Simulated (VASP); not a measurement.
# Sn3O2 (R-3m) in VASP: a series of runs

The runs below take Sn3O2 through single point, with PBE.

Everything below comes from runs of VASP 6.6.1. Logs are shortened: lines on timing, memory, paths and dates and some standing lists are left out, and cuts for length are marked.

### 1 The cell of the first run

Symmetry: R-3m, No. 166, trigonal system. The conventional cell has a = 3.599 Å, b = 3.599 Å, c = 25.024 Å, α = 90.00°, β = 90.00°, γ = 120.00°. Sn (site symmetry -3m) has 6 O at 2.66 Å and 12 Sn at 3.60 to 3.73 Å within 3.8 Å. Sn (site symmetry 3m) has 3 O at 2.52 Å and 3 Sn at 2.99 Å within 3.3 Å. Within 3.3 Å of O (site symmetry 3m) lie 6 Sn at 2.52 to 2.66 Å.

### 2 Single point, PBE

INCAR reads:

```
PREC     = Accurate       # precision mode
ENCUT    = 520            # plane-wave cutoff, eV
EDIFF    = 1E-6           # SCF threshold, eV
ISMEAR   = 0              # smearing method
SIGMA    = 0.1            # smearing width, eV
LREAL    = False          # projectors in reciprocal space
LASPH    = True           # aspherical terms in the spheres
NELM     = 100            # most SCF steps
ALGO     = Normal         # electronic algorithm
ISIF     = 2              # what is computed and relaxed
LWAVE    = False          # write WAVECAR
LCHARG   = False          # write CHGCAR
GGA      = PE             # functional
NBANDS   = 35             # bands
```

KPOINTS reads:

```
Automatic mesh
0
Gamma
  6 6 6
```

POSCAR reads:

```
Sn3O2
1.0
    1.7994570094      1.0389169887      8.3413960230
   -1.7994570094      1.0389169887      8.3413960230
    0.0000000000     -2.0778339775      8.3413960230
Sn O
3 2
Direct
    0.0000000000      0.0000000000      0.0000000000
    0.2095000000      0.2095000000      0.2095000000
    0.7905000000      0.7905000000      0.7905000000
    0.4000000000      0.4000000000      0.4000000000
    0.6000000000      0.6000000000      0.6000000000
```

Potentials or basis: VASP PAW PBE potentials, release 64 (Sn_d, O).

Command:

```
$ cat potpaw_PBE.64/Sn_d/POTCAR potpaw_PBE.64/O/POTCAR > POTCAR
$ mpirun -np 1 vasp_std > vasp.out
```

OUTCAR:

```text
PREC = Accurate
   ENCUT = 520
   EDIFF = 1E-6
   ISMEAR = 0
   LREAL = False
   LASPH = True
   NELM = 100
   ISIF = 2
   GGA = PE

 ion  position               nearest neighbor table
   1  0.000  0.000  0.000-   5 2.66   4 2.66   5 2.66   5 2.66   4 2.66   4 2.66   2 3.73   3 3.73
                             2 3.73   3 3.73   2 3.73   3 3.73
   2  0.209  0.209  0.209-   5 2.52   5 2.52   5 2.52   3 2.99   3 2.99   3 2.99   1 3.73   1 3.73
                             1 3.73
   3  0.791  0.791  0.791-   4 2.52   4 2.52   4 2.52   2 2.99   2 2.99   2 2.99   1 3.73   1 3.73
                             1 3.73
   4  0.400  0.400  0.400-   3 2.52   3 2.52   3 2.52   1 2.66   1 2.66   1 2.66
   5  0.600  0.600  0.600-   2 2.52   2 2.52   2 2.52   1 2.66   1 2.66   1 2.66

  LATTYP: Found a trigonal (rhomboedric) cell.
 ALAT       =     8.5962946466
 COS(alpha) =     0.9123624232

  Lattice vectors:

 A1 = (   1.7994570094,   1.0389169887,   8.3413960230)
 A2 = (  -1.7994570094,   1.0389169887,   8.3413960230)
 A3 = (   0.0000000000,  -2.0778339775,   8.3413960230)

Analysis of symmetry for initial positions (statically):
=====================================================================
 Subroutine PRICEL returns:
 Original cell was already a primitive cell.

 Routine SETGRP: Setting up the symmetry group for a
 trigonal (rhombohedral) supercell.

 Subroutine GETGRP returns: Found 12 space group operations
 (whereof 12 operations were pure point group operations)
 out of a pool of 12 trial point group operations.

The static configuration has the point symmetry D_3d.

Analysis of symmetry for dynamics (positions and initial velocities):
=====================================================================
 Subroutine PRICEL returns:
 Original cell was already a primitive cell.

 Routine SETGRP: Setting up the symmetry group for a
 trigonal (rhombohedral) supercell.

 Subroutine GETGRP returns: Found 12 space group operations
 (whereof 12 operations were pure point group operations)
 out of a pool of 12 trial point group operations.

The dynamic configuration has the point symmetry D_3d.

 Subroutine INISYM returns: Found 12 space group operations
 (whereof 12 operations are pure point group operations),
 and found     1 'primitive' translations

----------------------------------------------------------------------------------------

                                     Primitive cell

  volume of cell :      93.5648

  direct lattice vectors                    reciprocal lattice vectors
     1.799457009  1.038916989  8.341396023     0.277861598  0.160423468  0.039961336
[... 97 lines left out ...]
   NFREE  =      0    steps in history (QN), initial steepest desc. (CG)
   ISIF   =      2    stress and relaxation
   ISYM   =      2    0-nonsym 1-usesym 2-fastsym
   POTIM  = 0.5000    time-step for ionic-motion
   TEBEG  =    0.0;   TEEND  =   0.0 temperature during run
   PSTRESS=    0.0 pullay stress
   NELECT =      54.0000    total number of electrons
   NUPDOWN=      -1.0000    fix difference up-down
   EMIN   =  10.00;   EMAX   =-10.00  energy-range for DOS
   EFERMI =   0.00;   METHOD = LEGACY
   ISMEAR =     0;   SIGMA  =   0.10  broadening in eV -4-tet -1-fermi 0-gaus
   EFERMI_NEDOS =   21; number of points for ismear=-14 and -15
   IALGO  =     38    algorithm
   IMIX   =      4    mixing-type and parameters
     AMIX     =   0.40;   BMIX     =  1.00
     AMIX_MAG =   1.60;   BMIX_MAG =  1.00
  volume/ion in A,a.u.               =      18.71       126.28
  Fermi-wavevector in a.u.,A,eV,Ry     =   1.363019  2.575733 25.277195  1.857821
  Thomas-Fermi vector in A             =   2.489458
   LORBIT       =      0    0 simple, 1 ext, 2 COOP (PROOUT), +10 PAW based schemes
   GGA     = PE    functional components
   LHFCALC =     F    Hartree Fock is set to
   AEXX    =    0.0000 exact exchange contribution
   IVDW    =     0    specifies the selected vdW correction
   LEPSILON=     F    determine dielectric tensor
   LRPA    =     F    only Hartree local field effects (RPA)
 non-spin polarized calculation
 Gauss-broadening in eV      SIGMA  =   0.10
  energy-cutoff  :      520.00
  volume of cell :       93.56
 maximum number of plane-waves:      2536
   NGX = 31   NGY = 31   NGZ = 31

 number of electron      54.0000003 magnetization

 Free energy of the ion-electron system (eV)
  ---------------------------------------------------
  ext. energy  EPLUGINS =         0.00000000
  ---------------------------------------------------
  free energy    TOTEN  =       -23.87869977 eV

  energy without entropy =      -23.87264013  energy(sigma->0) =      -23.87566995

 E-fermi :   8.0170     XC(G=0): -10.6548

 val. band max:        7.9741367370   @ k =   0.5000   0.1667  -0.0000
 cond. band min:       8.0967303441   @ k =   0.3333   0.3333   0.3333
 fundamental gap:      0.1225936071
 Fermi energy:         8.0170160607

 k-point     1 :       0.0000    0.0000    0.0000
  band No.  band energies     occupation
      1     -13.9831      2.00000
      2     -13.9831      2.00000
      3     -13.9435      2.00000
      4     -13.9231      2.00000
      5     -13.9009      2.00000
      6     -13.9009      2.00000
[... 901 lines left out ...]
     34      12.9996      0.00000
     35      13.4990      0.00000

 [... further k-points ...]

------------------------ aborting loop because EDIFF is reached ----------------------------------------

  FORCE on cell =-STRESS in cart. coord.  units (eV):
  Direction    XX          YY          ZZ          XY          YZ          ZX
  --------------------------------------------------------------------------------------
  -------------------------------------------------------------------------------------
  Total       -0.9984811     -0.9984811      1.7674261     -0.0000000     -0.0000000      0.0000000
  in kB      -17.0977165    -17.0977165     30.2649203     -0.0000000     -0.0000000      0.0000000
  external PRESSURE =      -1.3101709 kB  Pullay stress =       0.0000000 kB

 VOLUME and BASIS-vectors are now :
 -----------------------------------------------------------------------------
  energy-cutoff  :      520.00
  volume of cell :       93.56
      direct lattice vectors                 reciprocal lattice vectors
     1.799457009  1.038916989  8.341396023     0.277861598  0.160423468  0.039961336
    -1.799457009  1.038916989  8.341396023    -0.277861598  0.160423468  0.039961336
     0.000000000 -2.077833978  8.341396023     0.000000000 -0.320846937  0.039961336

 POSITION                                       TOTAL-FORCE (eV/Angst)
 -----------------------------------------------------------------------------------
      0.00000      0.00000      0.00000         0.000000     -0.000000      0.000000
      0.00000     -0.00000      5.24257         0.000000     -0.000000      1.482068
      0.00000     -0.00000     19.78162         0.000000      0.000000     -1.482068
      0.00000     -0.00000     10.00968         0.000000      0.000000     -0.181699
      0.00000     -0.00000     15.01451         0.000000     -0.000000      0.181699
 -----------------------------------------------------------------------------------
    total drift:                               -0.000000     -0.000000     -0.000000

  FREE ENERGIE OF THE ION-ELECTRON SYSTEM (eV)
  ---------------------------------------------------
  free  energy   TOTEN  =       -23.8786997677 eV

  energy  without entropy=      -23.8726401259  energy(sigma->0) =      -23.87566995
```

OSZICAR:

```text
N       E                     dE             d eps       ncg     rms          rms(c)
DAV:   1     0.591899710805E+03    0.59190E+03   -0.26565E+04  2326   0.241E+03
DAV:   2     0.740518189334E+02   -0.51785E+03   -0.50238E+03  2288   0.586E+02
DAV:   3    -0.210917554855E+02   -0.95144E+02   -0.92489E+02  2539   0.208E+02
DAV:   4    -0.274444801451E+02   -0.63527E+01   -0.62495E+01  2630   0.557E+01
DAV:   5    -0.276169930763E+02   -0.17251E+00   -0.17229E+00  2734   0.978E+00    0.117E+01
DAV:   6    -0.247655965630E+02    0.28514E+01   -0.21877E+01  3479   0.477E+01    0.871E+00
DAV:   7    -0.238938258406E+02    0.87177E+00   -0.49263E+00  2678   0.121E+01    0.246E+00
DAV:   8    -0.238913427674E+02    0.24831E-02   -0.68326E-01  2515   0.486E+00    0.881E-01
DAV:   9    -0.238790967546E+02    0.12246E-01   -0.48858E-02  3274   0.164E+00    0.353E-01
DAV:  10    -0.238790541350E+02    0.42620E-04   -0.15989E-02  3071   0.932E-01    0.176E-01
DAV:  11    -0.238786779124E+02    0.37622E-03   -0.20554E-03  2911   0.321E-01    0.248E-02
DAV:  12    -0.238786991115E+02   -0.21199E-04   -0.26379E-04  2497   0.981E-02    0.991E-03
DAV:  13    -0.238787001599E+02   -0.10484E-05   -0.11249E-05  2841   0.410E-02    0.448E-03
DAV:  14    -0.238786997677E+02    0.39218E-06   -0.11155E-06  1273   0.915E-03
   1 F= -.23878700E+02 E0= -.23875670E+02  d E =-.605964E-02
```

stdout:

```text
POSCAR found type information on POSCAR SnO
 POSCAR found :  2 types and       5 ions
 scaLAPACK will be used
 LDA part: xc-table for (Slater+PW92), standard interpolation
 POSCAR, INCAR and KPOINTS ok, starting setup
 FFT: planning ... GRIDC
 FFT: planning ... GRID_SOFT
 FFT: planning ... GRID
 WAVECAR not read
 entering main loop
```

Run time: 5 min. Hardware: 1 thread of Intel Xeon 6975P-C (Granite Rapids), shared host; peak memory 0.54 GiB.

What came out:

```yaml
Free_energy: -23.8787 eV
Pressure: -0.1 GPa
Largest_force: 1.482 eV/Å
Band_gap_on_the_k_mesh: zero (bands 27 and 28 overlap by 1.64 eV)
```

Forces on the atoms (eV/Å):
```
Sn   0.000  0.000  0.000
Sn   0.000  0.000  1.482
Sn   0.000  0.000 -1.482
O    0.000  0.000 -0.182
O    0.000  0.000  0.182
```

Stress tensor (GPa, compression positive):
```
-1.71  0.00  0.00
 0.00 -1.71  0.00
 0.00  0.00  3.03
```

Caveat: spin-orbit coupling is left out, which moves the levels of the heavy elements; forces of over 1 eV/Å act on the atoms, so gaps and moduli don't describe the material at rest.

### 3 Single point, PBE

This run uses another cell than the first one, of 20.75 Å³/atom.

INCAR reads:

```
PREC = Accurate
ENCUT = 520
EDIFF = 1E-6
ISMEAR = 0
SIGMA = 0.1
LREAL = False
LASPH = True
NELM = 100
ALGO = Normal
ISIF = 2
LWAVE = False
LCHARG = False
GGA = PE
NBANDS = 35
```

KPOINTS reads:

```
regular mesh
0
Gamma
  6 6 6
```

POSCAR reads:

```
Sn3O2
1.0
    1.7209654113      0.9935998435     10.1132546793
   -1.7209654113      0.9935998435     10.1132546793
    0.0000000000     -1.9871996870     10.1132546793
Sn O
3 2
Direct
    0.0000000000      0.0000000000      0.0000000000
    0.2135897803      0.2135897803      0.2135897803
    0.7864102197      0.7864102197      0.7864102197
    0.4210506429      0.4210506429      0.4210506429
    0.5789493571      0.5789493571      0.5789493571
```

Potentials or basis: VASP PAW PBE potentials, release 64 (Sn_d, O).

Command:

```
$ cat potpaw_PBE.64/Sn_d/POTCAR potpaw_PBE.64/O/POTCAR > POTCAR
$ mpirun -np 1 vasp_std > vasp.out
```

It took 12 min on 1 thread of Intel Xeon 6975P-C (Granite Rapids), shared host; peak memory 0.89 GiB.

The run converged. Its results:

* Free energy: -24.8099 eV
* Pressure: 0.5 GPa
* Largest force: 0.032 eV/Å
* Band gap on the k mesh: zero (bands 27 and 28 overlap by 1.47 eV)

Forces in eV/Å, atoms in the order of the input:
```
Sn   0.000  0.000  0.000
Sn   0.000  0.000 -0.028
Sn   0.000  0.000  0.028
O    0.000  0.000 -0.032
O    0.000  0.000  0.032
```

Stress tensor (GPa, compression positive):
```
0.56 0.00 0.00
0.00 0.56 0.00
0.00 0.00 0.36
```

Levels at points of the mesh, in eV from the Fermi level:
```tsv
k point	band 25	band 26	band 27	band 28	band 29	band 30
(0.00, 0.00, 0.00)	-3.87	-3.29	-0.67	0.34	3.77	5.26
(0.50, 0.00, 0.00)	-3.46	-3.19	-2.12	0.14	0.59	1.51
(0.50, 0.50, 0.00)	-3.71	-2.80	-2.20	0.14	0.56	1.72
(0.50, 0.50, 0.50)	-4.31	-2.60	-1.44	1.17	3.10	5.17
```

Caveat: spin-orbit coupling is left out, which moves the levels of the heavy elements.

### 4 Single point, PBE

This run uses another cell than the first one, of 21.02 Å³/atom.

INCAR reads:

```
ALGO = Normal
EDIFF = 1E-6
ENCUT = 520
GGA = PE
ISIF = 2
ISMEAR = 0
LASPH = True
LCHARG = False
LREAL = False
LWAVE = False
NBANDS = 35
NELM = 100
PREC = Accurate
SIGMA = 0.1
```

KPOINTS reads:

```
k-points
0
Gamma
  12 12 12
```

POSCAR reads:

```
Sn3O2
1.0
    1.7257866900      0.9963834101     10.1890362452
   -1.7257866900      0.9963834101     10.1890362452
    0.0000000000     -1.9927668201     10.1890362452
Sn O
3 2
Direct
    0.0000000000      0.0000000000      0.0000000000
    0.2143872921      0.2143872921      0.2143872921
    0.7856127079      0.7856127079      0.7856127079
    0.4204567549      0.4204567549      0.4204567549
    0.5795432451      0.5795432451      0.5795432451
```

Potentials or basis: VASP PAW PBE potentials, release 64 (Sn_d, O).

Command:

```
$ cat potpaw_PBE.64/Sn_d/POTCAR potpaw_PBE.64/O/POTCAR > POTCAR
$ mpirun -np 1 vasp_std > vasp.out
```

OUTCAR:

```text
EDIFF = 1E-6
   ENCUT = 520
   GGA = PE
   ISIF = 2
   ISMEAR = 0
   LASPH = True
   LREAL = False
   NELM = 100
   PREC = Accurate

 ion  position               nearest neighbor table
   1  0.000  0.000  0.000-
   2  0.214  0.214  0.214-   5 2.22   5 2.22   5 2.22   3 3.53   3 3.53   3 3.53
   3  0.786  0.786  0.786-   4 2.22   4 2.22   4 2.22   2 3.53   2 3.53   2 3.53
   4  0.420  0.420  0.420-   3 2.22   3 2.22   3 2.22
   5  0.580  0.580  0.580-   2 2.22   2 2.22   2 2.22

  LATTYP: Found a trigonal (rhomboedric) cell.
[... 1115 lines left out ...]
  --------------------------------------------------------------------------------------
  -------------------------------------------------------------------------------------
  Total        0.1111797      0.1111797     -0.0072115      0.0000000     -0.0000000      0.0000000
  in kB        1.6944868      1.6944868     -0.1099096      0.0000000     -0.0000000      0.0000000
  external PRESSURE =       1.0930213 kB  Pullay stress =       0.0000000 kB

 VOLUME and BASIS-vectors are now :
 -----------------------------------------------------------------------------
  energy-cutoff  :      520.00
  volume of cell :      105.12
      direct lattice vectors                 reciprocal lattice vectors
     1.725786690  0.996383410 10.189036245     0.289722944  0.167271620  0.032714903
    -1.725786690  0.996383410 10.189036245    -0.289722944  0.167271620  0.032714903
     0.000000000 -1.992766820 10.189036245     0.000000000 -0.334543239  0.032714903

 POSITION                                       TOTAL-FORCE (eV/Angst)
 -----------------------------------------------------------------------------------
      0.00000      0.00000      0.00000         0.000000      0.000000     -0.000000
      0.00000      0.00000      6.55320         0.000000     -0.000000     -0.047782
      0.00000      0.00000     24.01391         0.000000      0.000000      0.047782
      0.00000      0.00000     12.85215         0.000000     -0.000000     -0.045373
      0.00000      0.00000     17.71496         0.000000      0.000000      0.045373
 -----------------------------------------------------------------------------------
    total drift:                                0.000000      0.000000      0.000000

  FREE ENERGIE OF THE ION-ELECTRON SYSTEM (eV)
  ---------------------------------------------------
  free  energy   TOTEN  =       -24.7235522076 eV

  energy  without entropy=      -24.7143073919  energy(sigma->0) =      -24.71892980
```

OSZICAR:

```text
N       E                     dE             d eps       ncg     rms          rms(c)
DAV:   1     0.603686883062E+03    0.60369E+03   -0.26701E+04 13732   0.231E+03
DAV:   2     0.775904029678E+02   -0.52610E+03   -0.50994E+03 13526   0.587E+02
DAV:   3    -0.218284938420E+02   -0.99419E+02   -0.97243E+02 15514   0.212E+02
DAV:   4    -0.283696210660E+02   -0.65411E+01   -0.64591E+01 14939   0.571E+01
DAV:   5    -0.285699524194E+02   -0.20033E+00   -0.19991E+00 15552   0.105E+01    0.119E+01
DAV:   6    -0.251346820032E+02    0.34353E+01   -0.19033E+01 21612   0.432E+01    0.692E+00
DAV:   7    -0.247561940147E+02    0.37849E+00   -0.35036E+00 15942   0.101E+01    0.270E+00
DAV:   8    -0.247364535325E+02    0.19740E-01   -0.58861E-01 14392   0.386E+00    0.948E-01
DAV:   9    -0.247229673890E+02    0.13486E-01   -0.46132E-02 21316   0.184E+00    0.306E-01
DAV:  10    -0.247243998154E+02   -0.14324E-02   -0.13452E-02 18181   0.966E-01    0.224E-01
DAV:  11    -0.247235409116E+02    0.85890E-03   -0.19424E-03 19172   0.366E-01    0.799E-02
DAV:  12    -0.247235545913E+02   -0.13680E-04   -0.10185E-03 15551   0.157E-01    0.306E-02
DAV:  13    -0.247235508791E+02    0.37122E-05   -0.54680E-05 15687   0.575E-02    0.103E-02
DAV:  14    -0.247235522285E+02   -0.13494E-05   -0.52584E-06 13559   0.138E-02    0.257E-03
DAV:  15    -0.247235522076E+02    0.20922E-07   -0.46693E-07  7276   0.691E-03
   1 F= -.24723552E+02 E0= -.24718930E+02  d E =-.924482E-02
```

It took 78 min on 1 thread of Intel Xeon 6975P-C (Granite Rapids), shared host; peak memory 1.2 GiB.

Results:

```
Free energy            : -24.7236 eV
Pressure               : 0.1 GPa
Largest force          : 0.048 eV/Å
Band gap on the k mesh : zero (bands 27 and 28 overlap by 1.53 eV)
```

Forces on the atoms (eV/Å):
```
Sn   0.000  0.000  0.000
Sn   0.000  0.000 -0.048
Sn   0.000  0.000  0.048
O    0.000  0.000 -0.045
O    0.000  0.000  0.045
```

Caveat: spin-orbit coupling is left out, which moves the levels of the heavy elements.

### 5 Summary

```csv
cell,k mesh,gap on the mesh (eV),pressure (GPa),largest force (eV/Å)
"a = 8.596 Å, angles 24.2°, 5 atoms, atomic positions A",6 × 6 × 6,none,-0.1,1.48
"a = 10.307 Å, angles 19.2°, 5 atoms, atomic positions B",6 × 6 × 6,none,0.5,0.03
"a = 10.382 Å, angles 19.1°, 5 atoms, atomic positions C",12 × 12 × 12,none,0.1,0.05
```

Alike in all rows: task single point; level PBE; potentials or basis VASP PAW PBE potentials, release 64 (Sn_d, O); no spin polarisation; cutoff (eV) 520; smearing gaussian 0.1 eV.

Caveats: spin-orbit coupling is left out, which moves the levels of the heavy elements; forces of over 1 eV/Å act on the atoms, so gaps and moduli don't describe the material at rest (at least some runs).

Total energies depend on the potentials used, so only differences within one code and one set of settings carry meaning.
